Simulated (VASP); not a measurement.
# Cr (Im-3m) in VASP: a series of runs, part 2 of 2

VASP 6.6.1. The steps go on from the part before.

**3. Single point, LDA, collinear spin, ferromagnetic start**

INCAR reads:

```
ALGO = Normal
EDIFF = 1E-7
ENCUT = 520
ISIF = 2
ISMEAR = -1
ISPIN = 2
LASPH = T
LCHARG = T
LELF = T
LMAXMIX = 4
LORBIT = 11
LREAL = F
LVHAR = T
LWAVE = F
MAGMOM = 3 3 3 3
NBANDS = 36
NELM = 150
PREC = Accurate
SIGMA = 0.05
```

KPOINTS reads:

```
k-points
0
Gamma
  7 10 7
```

POSCAR reads:

```
Cr
1.0
    0.0000000000      2.9688993551      2.9688993551
    2.9688993551      0.0000000000      0.0000000000
    0.0000000000      2.9688993551     -2.9688993551
Cr
4
Direct
    0.0000000000      0.0000000000      0.0000000000
    0.5000000000      0.0000000000      0.5000000000
    0.5000000000      0.5000000000      0.0000000000
    0.0000000000      0.5000000000      0.5000000000
```

Potentials or basis: VASP PAW LDA potentials, release 64 (Cr_pv).

Command:

```console
$ cat potpaw_LDA.64/Cr_pv/POTCAR > POTCAR
$ mpirun -np 1 vasp_std > vasp.out
```

OUTCAR:

```text
EDIFF = 1E-7
   ENCUT = 520
   ISIF = 2
   ISMEAR = -1
   ISPIN = 2
   LASPH = T
   LORBIT = 11
   LREAL = F
   NELM = 150
   PREC = Accurate

 ion  position               nearest neighbor table
   1  0.000  0.000  0.000-   3 2.57   4 2.57   4 2.57   3 2.57   4 2.57   4 2.57   3 2.57   3 2.57
                             2 2.97   2 2.97   2 2.97   2 2.97
   2  0.500  0.000  0.500-   3 2.57   4 2.57   3 2.57   3 2.57   4 2.57   3 2.57   4 2.57   4 2.57
                             1 2.97   1 2.97   1 2.97   1 2.97
   3  0.500  0.500  0.000-   1 2.57   2 2.57   2 2.57   1 2.57   2 2.57   2 2.57   1 2.57   1 2.57
                             4 2.97   4 2.97   4 2.97   4 2.97
   4  0.000  0.500  0.500-   1 2.57   2 2.57   1 2.57   1 2.57   2 2.57   1 2.57   2 2.57   2 2.57
                             3 2.97   3 2.97   3 2.97   3 2.97

  LATTYP: Found a simple tetragonal cell.
 ALAT       =     4.1986577333
 C/A-ratio  =     0.7071067812

  Lattice vectors:

 A1 = (   0.0000000000,  -2.9688993551,  -2.9688993551)
 A2 = (   0.0000000000,   2.9688993551,  -2.9688993551)
[... 1176 lines left out ...]
      6     -33.6035      1.00000
[... 925 lines left out ...]
     35      13.5275      0.00000
     36      13.5275      0.00000

 [... further k-points ...]
[... 5 lines left out ...]
  --------------------------------------------------------------------------------------
  -------------------------------------------------------------------------------------
  Total      -12.4085126    -12.3561761    -12.3561761     -0.0000000      0.0000000     -0.0000000
  in kB     -379.8515361   -378.2494017   -378.2494017     -0.0000000      0.0000000     -0.0000000
  external PRESSURE =    -378.7834465 kB  Pullay stress =       0.0000000 kB

 VOLUME and BASIS-vectors are now :
 -----------------------------------------------------------------------------
  energy-cutoff  :      520.00
  volume of cell :       52.34
      direct lattice vectors                 reciprocal lattice vectors
     0.000000000  2.968899355  2.968899355     0.000000000  0.168412580  0.168412580
     2.968899355  0.000000000  0.000000000     0.336825160  0.000000000  0.000000000
     0.000000000  2.968899355 -2.968899355     0.000000000  0.168412580 -0.168412580

 POSITION                                       TOTAL-FORCE (eV/Angst)
 -----------------------------------------------------------------------------------
      0.00000      0.00000      0.00000        -0.000000      0.000000     -0.000000
      0.00000      2.96890      0.00000         0.000000     -0.000000      0.000000
      1.48445      1.48445      1.48445         0.000000      0.000000     -0.000000
      1.48445      1.48445     -1.48445        -0.000000     -0.000000      0.000000
 -----------------------------------------------------------------------------------
    total drift:                               -0.000000     -0.000000      0.000000

  FREE ENERGIE OF THE ION-ELECTRON SYSTEM (eV)
  ---------------------------------------------------
  free  energy   TOTEN  =       -41.2797027101 eV

  energy  without entropy=      -41.2524530694  energy(sigma->0) =      -41.26607789

 total charge

# of ion       s       p       d       tot
------------------------------------------
    1        0.389   6.327   4.108  10.823
    2        0.389   6.327   4.108  10.823
    3        0.389   6.327   4.108  10.823
    4        0.389   6.327   4.108  10.823
--------------------------------------------------
tot          1.555  25.307  16.432  43.294

 magnetization (x)

# of ion       s       p       d       tot
------------------------------------------
    1       -0.000   0.000  -0.000  -0.000
    2       -0.000   0.000  -0.000  -0.000
    3       -0.000   0.000  -0.000  -0.000
    4       -0.000   0.000  -0.000  -0.000
--------------------------------------------------
tot         -0.000   0.000  -0.000  -0.000
```

stdout:

```text
POSCAR found type information on POSCAR Cr
 POSCAR found :  1 types and       4 ions
 scaLAPACK will be used
 LDA part: xc-table for (Slater(with rela. corr.)+CA(PZ))
 , standard interpolation
 POSCAR, INCAR and KPOINTS ok, starting setup
 FFT: planning ... GRIDC
 FFT: planning ... GRID_SOFT
 FFT: planning ... GRID
 WAVECAR not read
 entering main loop
```

Run time: 66 s. Hardware: 1 thread of Intel Xeon 6975P-C (Granite Rapids), shared host; peak memory 0.25 GiB.

What came out:

```
Free energy                                           : -41.2797 eV
Pressure                                              : -37.9 GPa
Band gap on the k mesh                                : zero (filled and empty bands overlap)
Net moment                                            : 0.00 μB per cell
Valence electrons inside the program's atomic spheres : Cr 10.82
```

Stress tensor (GPa, compression positive):
```
-37.99   0.00   0.00
  0.00 -37.82   0.00
  0.00   0.00 -37.82
```

Caveat: the starting moments collapsed, and a magnetic state may lie lower.

**4. Single point, PBE, collinear spin, ferrimagnetic start**

INCAR reads:

```
PREC = Accurate ; ENCUT = 520
EDIFF = 1E-6 ; ISMEAR = -1
SIGMA = 0.05 ; LREAL = False
LASPH = True ; NELM = 150
ALGO = Normal ; ISIF = 2
LWAVE = False ; LCHARG = False
ISPIN = 2 ; MAGMOM = 3 3 3 -3
LORBIT = 11 ; LMAXMIX = 4
GGA = PE ; NBANDS = 36
```

KPOINTS reads:

```
Automatic mesh
0
Gamma
  7 10 7
```

POSCAR is that of step 3.

Potentials or basis: VASP PAW PBE potentials, release 64 (Cr_pv).

Command:

```console
$ cat potpaw_PBE.64/Cr_pv/POTCAR > POTCAR
$ mpirun -np 1 vasp_std > vasp.out
```

It took 3.5 min on 1 thread of Oxide Virtual Turin-like, shared host; peak memory 0.25 GiB.

Results (log left out):

```
Free energy                                           : -37.8806 eV
Pressure                                              : -13.1 GPa
Band gap on the k mesh                                : zero (filled and empty bands overlap)
Net moment                                            : 0.00 μB per cell
Site moments                                          : Cr +1.82, -1.82, -1.81 μB
Valence electrons inside the program's atomic spheres : Cr 10.82
```

Levels at points of the mesh, in eV from the Fermi level:
Spin up:
```
           k point  band 21  band 22  band 23  band 24  band 25  band 26  band 27  band 28
(0.00, 0.00, 0.00)    -0.86    -0.86     0.66     0.84     0.84     0.92     1.24     1.24
(0.00, 0.50, 0.00)    -1.39    -1.00    -1.00    -0.67    -0.14     0.63     0.63     0.71
```
Spin down:
```tsv
k point	band 21	band 22	band 23	band 24	band 25	band 26	band 27	band 28
(0.00, 0.00, 0.00)	-0.86	-0.86	0.66	0.84	0.84	0.92	1.24	1.24
(0.00, 0.50, 0.00)	-1.39	-1.00	-1.00	-0.67	-0.14	0.63	0.63	0.71
```

**5. Single point, PBE, collinear spin, ferrimagnetic start**

INCAR reads:

```
SYSTEM = Cr
PREC = Accurate ; ENCUT = 520
EDIFF = 1E-6 ; ISMEAR = -1
SIGMA = 0.05 ; LREAL = .False.
LASPH = .True. ; NELM = 150
ALGO = Normal ; ISIF = 2
LWAVE = .False. ; LCHARG = .False.
ISPIN = 2 ; MAGMOM = 3 3 3 -3
LORBIT = 11 ; LMAXMIX = 4
GGA = PE ; NBANDS = 36
```

KPOINTS reads:

```
regular mesh
0
Gamma
  7 10 7
  0 0 0
```

POSCAR is that of step 4.

Potentials or basis: VASP PAW PBE potentials, release 64 (Cr_pv).

Command:

```console
$ cat potpaw_PBE.64/Cr_pv/POTCAR > POTCAR
$ mpirun -np 1 vasp_std > vasp.out
```

OUTCAR:

```text
SYSTEM = Cr
   PREC = Accurate
   ENCUT = 520
   EDIFF = 1E-6
   ISMEAR = -1
   LREAL = .False.
   LASPH = .True.
   NELM = 150
   ISIF = 2
   ISPIN = 2
   LORBIT = 11
   GGA = PE

 ion  position               nearest neighbor table
   1  0.000  0.000  0.000-   3 2.57   4 2.57   4 2.57   3 2.57   4 2.57   4 2.57   3 2.57   3 2.57
                             2 2.97   2 2.97   2 2.97   2 2.97
   2  0.500  0.000  0.500-   3 2.57   4 2.57   3 2.57   3 2.57   4 2.57   3 2.57   4 2.57   4 2.57
                             1 2.97   1 2.97   1 2.97   1 2.97
   3  0.500  0.500  0.000-   1 2.57   2 2.57   2 2.57   1 2.57   2 2.57   2 2.57   1 2.57   1 2.57
                             4 2.97   4 2.97   4 2.97   4 2.97
   4  0.000  0.500  0.500-   1 2.57   2 2.57   1 2.57   1 2.57   2 2.57   1 2.57   2 2.57   2 2.57
                             3 2.97   3 2.97   3 2.97   3 2.97

  LATTYP: Found a simple tetragonal cell.
 ALAT       =     4.1986577333
 C/A-ratio  =     0.7071067812

  Lattice vectors:

 A1 = (   0.0000000000,  -2.9688993551,  -2.9688993551)
 A2 = (   0.0000000000,   2.9688993551,  -2.9688993551)
 A3 = (   2.9688993551,   0.0000000000,   0.0000000000)

Analysis of symmetry for initial positions (statically):
[... 2106 lines left out ...]
  -------------------------------------------------------------------------------------
  Total       -4.2868442     -4.2923549     -4.2923549      0.0000000     -0.0000000      0.0000000
  in kB     -131.2296168   -131.3983110   -131.3983110      0.0000000     -0.0000000      0.0000000
  external PRESSURE =    -131.3420796 kB  Pullay stress =       0.0000000 kB

 VOLUME and BASIS-vectors are now :
 -----------------------------------------------------------------------------
  energy-cutoff  :      520.00
  volume of cell :       52.34
      direct lattice vectors                 reciprocal lattice vectors
     0.000000000  2.968899355  2.968899355     0.000000000  0.168412580  0.168412580
     2.968899355  0.000000000  0.000000000     0.336825160  0.000000000  0.000000000
     0.000000000  2.968899355 -2.968899355     0.000000000  0.168412580 -0.168412580

 POSITION                                       TOTAL-FORCE (eV/Angst)
 -----------------------------------------------------------------------------------
      0.00000      0.00000      0.00000         0.000000     -0.000000      0.000000
      0.00000      2.96890      0.00000         0.000000      0.000000     -0.000000
      1.48445      1.48445      1.48445         0.000000     -0.000000      0.000000
      1.48445      1.48445     -1.48445         0.000000      0.000000     -0.000000
 -----------------------------------------------------------------------------------
    total drift:                               -0.000000     -0.000000      0.000000

  FREE ENERGIE OF THE ION-ELECTRON SYSTEM (eV)
  ---------------------------------------------------
  free  energy   TOTEN  =       -37.8805505903 eV

  energy  without entropy=      -37.8718977133  energy(sigma->0) =      -37.87622415

 total charge

# of ion       s       p       d       tot
------------------------------------------
    1        0.396   6.331   4.096  10.823
    2        0.396   6.331   4.096  10.823
    3        0.396   6.331   4.096  10.823
    4        0.396   6.331   4.097  10.823
--------------------------------------------------
tot          1.584  25.322  16.386  43.292

 magnetization (x)

# of ion       s       p       d       tot
------------------------------------------
    1        0.024   0.017   1.775   1.816
    2        0.024   0.017   1.775   1.816
    3       -0.024  -0.017  -1.775  -1.816
    4       -0.024  -0.017  -1.775  -1.815
--------------------------------------------------
tot         -0.000  -0.000   0.000   0.000
```

OSZICAR:

```text
N       E                     dE             d eps       ncg     rms          rms(c)
DAV:   1     0.599001464732E+03    0.59900E+03   -0.26656E+04  8664   0.163E+03
DAV:   2    -0.101232292702E+02   -0.60912E+03   -0.58719E+03  8700   0.503E+02
DAV:   3    -0.404148920439E+02   -0.30292E+02   -0.28538E+02  9204   0.130E+02
[... 11 lines left out ...]
DAV:  15    -0.378804368419E+02   -0.63905E-03   -0.60644E-03  9252   0.748E-01    0.116E-01
DAV:  16    -0.378805283342E+02   -0.91492E-04   -0.28363E-04 12716   0.216E-01    0.577E-02
DAV:  17    -0.378805415260E+02   -0.13192E-04   -0.49138E-05 10852   0.507E-02    0.245E-02
DAV:  18    -0.378805497828E+02   -0.82568E-05   -0.99220E-06  9828   0.376E-02    0.101E-02
DAV:  19    -0.378805505903E+02   -0.80756E-06   -0.23676E-06  8268   0.117E-02
   1 F= -.37880551E+02 E0= -.37876224E+02  d E =-.865288E-02  mag=     0.0001
```

stdout:

```text
POSCAR found type information on POSCAR Cr
 POSCAR found :  1 types and       4 ions
 scaLAPACK will be used
 LDA part: xc-table for (Slater+PW92), standard interpolation
 POSCAR, INCAR and KPOINTS ok, starting setup
 FFT: planning ... GRIDC
 FFT: planning ... GRID_SOFT
 FFT: planning ... GRID
 WAVECAR not read
 entering main loop
```

Wall time 4.4 min (1 thread of Oxide Virtual Turin-like, shared host); peak memory 0.24 GiB.

What came out:

```yaml
Free_energy: -37.8806 eV
Pressure: -13.1 GPa
Band_gap_on_the_k_mesh: zero (filled and empty bands overlap)
Net_moment: 0.00 μB per cell
Site_moments: Cr +1.82, -1.82, -1.81 μB
Valence_electrons_inside_the_program's_atomic_spheres: Cr 10.82
```
